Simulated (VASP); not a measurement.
# GaAs (P4_2/mnm) in VASP: density of states with PBE

Aim: the density of states of GaAs with PBE.

Program: VASP 6.6.1. These are calculated values, not measurements. Logs are shortened: lines on timing, memory, paths and dates and some standing lists are left out, and cuts for length are marked.

## 1. The cell of the first run

Symmetry: P4_2/mnm, No. 136, tetragonal system. Conventional cell: a = 7.025 Å, b = 7.025 Å, c = 4.061 Å, α = 90.00°, β = 90.00°, γ = 90.00°. Within 3.3 Å of Ga (site symmetry m2m) lie 4 As at 2.47 to 2.51 Å. As (site symmetry m2m) has 4 Ga at 2.47 to 2.51 Å within 3.3 Å.

## 2. Density of states, PBE

POSCAR reads:

```
GaAs
1.0
    7.0247665412      0.0000000000      0.0000000000
    0.0000000000      7.0247665412      0.0000000000
    0.0000000000      0.0000000000      4.0614290914
Ga As
4 4
Direct
    0.6759938493      0.6759938493      0.0000000000
    0.8240061507      0.1759938493      0.5000000000
    0.3240061507      0.3240061507      0.0000000000
    0.1759938493      0.8240061507      0.5000000000
    0.8182202378      0.8182202378      0.5000000000
    0.6817797622      0.3182202378      0.0000000000
    0.1817797622      0.1817797622      0.5000000000
    0.3182202378      0.6817797622      0.0000000000
```

INCAR.step1 reads:

```
SYSTEM = GaAs
PREC = Accurate
ENCUT = 520
EDIFF = 1E-6
ISMEAR = 0
SIGMA = 0.01
LREAL = .FALSE.
LASPH = .TRUE.
NELM = 100
ALGO = Normal
ISIF = 2
LWAVE = .FALSE.
LCHARG = .TRUE.
GGA = PE
NBANDS = 46
```

KPOINTS.step1 reads:

```
Automatic mesh
0
G
  6 6 10
  0 0 0
```

INCAR.step2 reads:

```
SYSTEM = GaAs
PREC = Accurate
ENCUT = 520
EDIFF = 1E-6
ISMEAR = -5
SIGMA = 0.01
LREAL = .FALSE.
LASPH = .TRUE.
NELM = 100
ALGO = Normal
ISIF = 2
LWAVE = .FALSE.
LCHARG = .FALSE.
GGA = PE
LORBIT = 11
NBANDS = 46
NEDOS = 2001
ICHARG = 11
```

KPOINTS.step2 reads:

```
Automatic mesh
0
G
  9 9 15
  0 0 0
```

Potentials or basis: VASP PAW PBE potentials, release 64 (Ga_d, As).

On the command line:

```
$ cat potpaw_PBE.64/Ga_d/POTCAR potpaw_PBE.64/As/POTCAR > POTCAR
$ cp INCAR.step1 INCAR
$ cp KPOINTS.step1 KPOINTS
$ mpirun -np 1 vasp_std > vasp.out
$ cp INCAR.step2 INCAR
$ cp KPOINTS.step2 KPOINTS
$ mpirun -np 1 vasp_std > vasp.out
```

OUTCAR:

```text
SYSTEM = GaAs
   PREC = Accurate
   ENCUT = 520
   EDIFF = 1E-6
   ISMEAR = -5
   LREAL = .FALSE.
   LASPH = .TRUE.
   NELM = 100
   ISIF = 2
   GGA = PE
   LORBIT = 11
   ICHARG = 11

 ion  position               nearest neighbor table
   1  0.676  0.676  0.000-   5 2.47   5 2.47   8 2.51   6 2.51
   2  0.824  0.176  0.500-   6 2.47   6 2.47   7 2.51   5 2.51
   3  0.324  0.324  0.000-   7 2.47   7 2.47   8 2.51   6 2.51
   4  0.176  0.824  0.500-   8 2.47   8 2.47   5 2.51   7 2.51
   5  0.818  0.818  0.500-   1 2.47   1 2.47   4 2.51   2 2.51
   6  0.682  0.318  0.000-   2 2.47   2 2.47   3 2.51   1 2.51
   7  0.182  0.182  0.500-   3 2.47   3 2.47   4 2.51   2 2.51
   8  0.318  0.682  0.000-   4 2.47   4 2.47   1 2.51   3 2.51

  LATTYP: Found a simple tetragonal cell.
 ALAT       =     7.0247665412
 C/A-ratio  =     0.5781585861

  Lattice vectors:

 A1 = (   7.0247665412,   0.0000000000,   0.0000000000)
 A2 = (   0.0000000000,   7.0247665412,   0.0000000000)
 A3 = (   0.0000000000,   0.0000000000,   4.0614290914)

Analysis of symmetry for initial positions (statically):
=====================================================================
 Subroutine PRICEL returns:
 Original cell was already a primitive cell.

 Routine SETGRP: Setting up the symmetry group for a
 simple tetragonal supercell.

 Subroutine GETGRP returns: Found 16 space group operations
 (whereof  8 operations were pure point group operations)
 out of a pool of 16 trial point group operations.

The static configuration has the point symmetry D_2h.
 The point group associated with its full space group is D_4h.

Analysis of symmetry for dynamics (positions and initial velocities):
=====================================================================
 Subroutine PRICEL returns:
 Original cell was already a primitive cell.

 Routine SETGRP: Setting up the symmetry group for a
 simple tetragonal supercell.

 Subroutine GETGRP returns: Found 16 space group operations
 (whereof  8 operations were pure point group operations)
 out of a pool of 16 trial point group operations.

The dynamic configuration has the point symmetry D_2h.
 The point group associated with its full space group is D_4h.

 Subroutine INISYM returns: Found 16 space group operations
 (whereof  8 operations are pure point group operations),
 and found     1 'primitive' translations

----------------------------------------------------------------------------------------

                                     Primitive cell

  volume of cell :     200.4207

  direct lattice vectors                    reciprocal lattice vectors
     7.024766541  0.000000000  0.000000000     0.142353485  0.000000000  0.000000000
     0.000000000  7.024766541  0.000000000     0.000000000  0.142353485  0.000000000
     0.000000000  0.000000000  4.061429091     0.000000000  0.000000000  0.246218751

  length of vectors
     7.024766541  7.024766541  4.061429091     0.142353485  0.142353485  0.246218751

  position of ions in fractional coordinates (direct lattice)
     0.675993849  0.675993849  0.000000000
     0.824006151  0.175993849  0.500000000
     0.324006151  0.324006151  0.000000000
     0.175993849  0.824006151  0.500000000
     0.818220238  0.818220238  0.500000000
     0.681779762  0.318220238  0.000000000
     0.181779762  0.181779762  0.500000000
     0.318220238  0.681779762  0.000000000

  ion indices of the primitive-cell ions
   primitive index   ion index
                 1           1
                 2           2
                 3           3
                 4           4
                 5           5
                 6           6
                 7           7
                 8           8

----------------------------------------------------------------------------------------

 KPOINTS: Automatic mesh

Automatic generation of k-mesh.
 Grid dimensions read from file:
 generate k-points for:    9    9   15

 Generating k-lattice:

  Cartesian coordinates                     Fractional coordinates (reciprocal lattice)
     0.015817054  0.000000000  0.000000000     0.111111111  0.000000000  0.000000000
     0.000000000  0.015817054  0.000000000     0.000000000  0.111111111  0.000000000
     0.000000000  0.000000000  0.016414583     0.000000000  0.000000000  0.066666667

  Length of vectors
     0.015817054  0.015817054  0.016414583

  Shift w.r.t. Gamma in fractional coordinates (k-lattice)
     0.000000000  0.000000000  0.000000000

 TETIRR: Found   1798 inequivalent tetrahedra from     7290

 Subroutine IBZKPT returns following result:
 ===========================================

 Found    120 irreducible k-points:

 Following reciprocal coordinates:
            Coordinates               Weight
  0.000000  0.000000  0.000000      1.000000
  0.111111  0.000000  0.000000      4.000000
  0.222222  0.000000  0.000000      4.000000
  0.333333  0.000000  0.000000      4.000000
  0.444444  0.000000  0.000000      4.000000
  0.111111  0.111111  0.000000      4.000000
[... 16 lines left out ...]
  0.333333  0.111111  0.066667     16.000000
  0.444444  0.111111  0.066667     16.000000
 [... further k-points ...]
   k-points           NKPTS =    120   k-points in BZ     NKDIM =    120   number of bands    NBANDS=     46
   number of dos      NEDOS =   2001   number of ions     NIONS =      8
   total plane-waves  NPLWV =  87480
   dimension x,y,z NGX =    54 NGY =   54 NGZ =   30
   dimension x,y,z NGXF=   108 NGYF=  108 NGZF=   60
   ions per type =               4   4
   NGX,Y,Z   is equivalent  to a cutoff of  12.78, 12.78, 12.28 a.u.
   NGXF,Y,Z  is equivalent  to a cutoff of  25.56, 25.56, 24.56 a.u.
 SYSTEM =  GaAs
   PREC   = accura    normal or accurate (medium, high low for compatibility)
   ISTART =      0    job   : 0-new  1-cont  2-samecut
   ICHARG =     11    charge: 1-file 2-atom 10-const
   ISPIN  =      1    spin polarized calculation?
   LNONCOLLINEAR =      F non collinear calculations
   LSORBIT =      F    spin-orbit coupling
   LASPH  =      T    aspherical Exc in radial PAW
   ENCUT  =  520.0 eV  38.22 Ry    6.18 a.u.  13.06 13.06  7.55*2*pi/ulx,y,z
   NELM   =    100;   NELMIN=  2; NELMDL=  0     # of ELM steps
   EDIFF  = 0.1E-05   stopping-criterion for ELM
   LREAL  =      F    real-space projection
   EDIFFG = 0.1E-04   stopping-criterion for IOM
   NSW    =      0    number of steps for IOM
   IBRION =     -1    ionic relax: 0-MD 1-quasi-New 2-CG
   NFREE  =      0    steps in history (QN), initial steepest desc. (CG)
   ISIF   =      2    stress and relaxation
   ISYM   =      2    0-nonsym 1-usesym 2-fastsym
   POTIM  = 0.5000    time-step for ionic-motion
   TEBEG  =    0.0;   TEEND  =   0.0 temperature during run
   PSTRESS=    0.0 pullay stress
   NELECT =      72.0000    total number of electrons
   NUPDOWN=      -1.0000    fix difference up-down
   EMIN   =  10.00;   EMAX   =-10.00  energy-range for DOS
   EFERMI =   0.00;   METHOD = LEGACY
   ISMEAR =    -5;   SIGMA  =   0.01  broadening in eV -4-tet -1-fermi 0-gaus
   EFERMI_NEDOS =   21; number of points for ismear=-14 and -15
   IALGO  =     38    algorithm
   IMIX   =      4    mixing-type and parameters
     AMIX     =   0.40;   BMIX     =  1.00
     AMIX_MAG =   1.60;   BMIX_MAG =  1.00
  volume/ion in A,a.u.               =      25.05       169.06
  Fermi-wavevector in a.u.,A,eV,Ry     =   1.163781  2.199228 18.427558  1.354387
  Thomas-Fermi vector in A             =   2.300327
   LORBIT       =     11    0 simple, 1 ext, 2 COOP (PROOUT), +10 PAW based schemes
   GGA     = PE    functional components
   LHFCALC =     F    Hartree Fock is set to
   AEXX    =    0.0000 exact exchange contribution
   IVDW    =     0    specifies the selected vdW correction
   LEPSILON=     F    determine dielectric tensor
   LRPA    =     F    only Hartree local field effects (RPA)
 non-spin polarized calculation
 Fermi weights with tetrahedron method with Bloechl corrections
  energy-cutoff  :      520.00
  volume of cell :      200.42
 maximum number of plane-waves:      5448
 NGX is ok and might be reduce to    54

 number of electron      72.0000004 magnetization

 Free energy of the ion-electron system (eV)
  ---------------------------------------------------
  ext. energy  EPLUGINS =         0.00000000
  ---------------------------------------------------
  free energy    TOTEN  =       -32.53533635 eV

  energy without entropy =      -32.53533635  energy(sigma->0) =      -32.53533635

 E-fermi :   3.0448     XC(G=0):  -9.0408

 val. band max:        3.0422497536   @ k =   0.0000   0.0000   0.0000
 cond. band min:       3.2552931232   @ k =   0.0000   0.0000   0.0000
 fundamental gap:      0.2130433696
 Fermi energy:         3.0448164919

 k-point     1 :       0.0000    0.0000    0.0000
  band No.  band energies     occupation
      1     -11.7525      2.00000
      2     -11.7512      2.00000
      3     -11.7512      2.00000
      4     -11.6879      2.00000
      5     -11.6779      2.00000
      6     -11.6737      2.00000
[... 38 lines left out ...]
     45       7.5454      0.00000
     46       8.5008      0.00000

 k-point     2 :       0.1111    0.0000    0.0000
  band No.  band energies     occupation
      1     -11.7559      2.00000
      2     -11.7516      2.00000
      3     -11.7458      2.00000
      4     -11.6873      2.00000
      5     -11.6799      2.00000
      6     -11.6746      2.00000
[... 38 lines left out ...]
     45       7.7557      0.00000
     46       8.4676      0.00000

 k-point     3 :       0.2222    0.0000    0.0000
  band No.  band energies     occupation
      1     -11.7580      2.00000
      2     -11.7530      2.00000
      3     -11.7380      2.00000
      4     -11.6868      2.00000
      5     -11.6855      2.00000
      6     -11.6751      2.00000
[... 38 lines left out ...]
     45       8.0700      0.00000
     46       8.4058      0.00000

 k-point     4 :       0.3333    0.0000    0.0000
  band No.  band energies     occupation
      1     -11.7587      2.00000
      2     -11.7547      2.00000
      3     -11.7287      2.00000
      4     -11.6964      2.00000
      5     -11.6827      2.00000
      6     -11.6752      2.00000
[... 920 lines left out ...]
     45       8.1068      0.00000
     46       8.4631      0.00000

 k-point    23 :       0.3333    0.1111    0.0667
  band No.  band energies     occupation
      1     -11.7591      2.00000
      2     -11.7549      2.00000
      3     -11.7287      2.00000
      4     -11.6993      2.00000
      5     -11.6819      2.00000
      6     -11.6735      2.00000
[... 38 lines left out ...]
     45       7.8991      0.00000
     46       8.0148      0.00000

 k-point    24 :       0.4444    0.1111    0.0667
  band No.  band energies     occupation
      1     -11.7583      2.00000
      2     -11.7568      2.00000
      3     -11.7190      2.00000
      4     -11.7089      2.00000
      5     -11.6786      2.00000
      6     -11.6751      2.00000
[... 38 lines left out ...]
     45       7.4678      0.00000
     46       7.6078      0.00000

 [... further k-points ...]

------------------------ aborting loop because EDIFF is reached ----------------------------------------

  FORCE on cell =-STRESS in cart. coord.  units (eV):
  Direction    XX          YY          ZZ          XY          YZ          ZX
  --------------------------------------------------------------------------------------
  -------------------------------------------------------------------------------------
  Total        0.0156418      0.0156418     -0.0329386      0.0000000      0.0000000      0.0000000
  in kB        0.1250417      0.1250417     -0.2633134      0.0000000      0.0000000      0.0000000
  external PRESSURE =      -0.0044100 kB  Pullay stress =       0.0000000 kB

 VOLUME and BASIS-vectors are now :
 -----------------------------------------------------------------------------
  energy-cutoff  :      520.00
  volume of cell :      200.42
      direct lattice vectors                 reciprocal lattice vectors
     7.024766541  0.000000000  0.000000000     0.142353485  0.000000000  0.000000000
     0.000000000  7.024766541  0.000000000     0.000000000  0.142353485  0.000000000
     0.000000000  0.000000000  4.061429091     0.000000000  0.000000000  0.246218751

 POSITION                                       TOTAL-FORCE (eV/Angst)
 -----------------------------------------------------------------------------------
      4.74870      4.74870      0.00000         0.004890      0.004890      0.000000
      5.78845      1.23632      2.03071        -0.004890      0.004890      0.000000
      2.27607      2.27607      0.00000        -0.004890     -0.004890      0.000000
      1.23632      5.78845      2.03071         0.004890     -0.004890      0.000000
      5.74781      5.74781      2.03071        -0.005010     -0.005010      0.000000
      4.78934      2.23542      0.00000         0.005010     -0.005010      0.000000
      1.27696      1.27696      2.03071         0.005010      0.005010      0.000000
      2.23542      4.78934      0.00000        -0.005010      0.005010      0.000000
 -----------------------------------------------------------------------------------
    total drift:                                0.000000      0.000000     -0.000000

  FREE ENERGIE OF THE ION-ELECTRON SYSTEM (eV)
  ---------------------------------------------------
  free  energy   TOTEN  =       -32.5353363504 eV

  energy  without entropy=      -32.5353363504  energy(sigma->0) =      -32.53533635

 total charge

# of ion       s       p       d       tot
------------------------------------------
    1        0.888   0.740   9.986  11.613
    2        0.888   0.740   9.986  11.613
    3        0.888   0.740   9.986  11.613
    4        0.888   0.740   9.986  11.613
    5        1.217   1.559   0.027   2.802
    6        1.217   1.559   0.027   2.802
    7        1.217   1.559   0.027   2.802
    8        1.217   1.559   0.027   2.802
--------------------------------------------------
tot          8.418   9.192  40.052  57.662
```

Run time: 9.9 min. Hardware: 1 thread of Intel Xeon 6975P-C (Granite Rapids), shared host; peak memory 0.86 GiB.

What came out:

* Valence electrons inside the program's atomic spheres: Ga 11.61; As 2.80
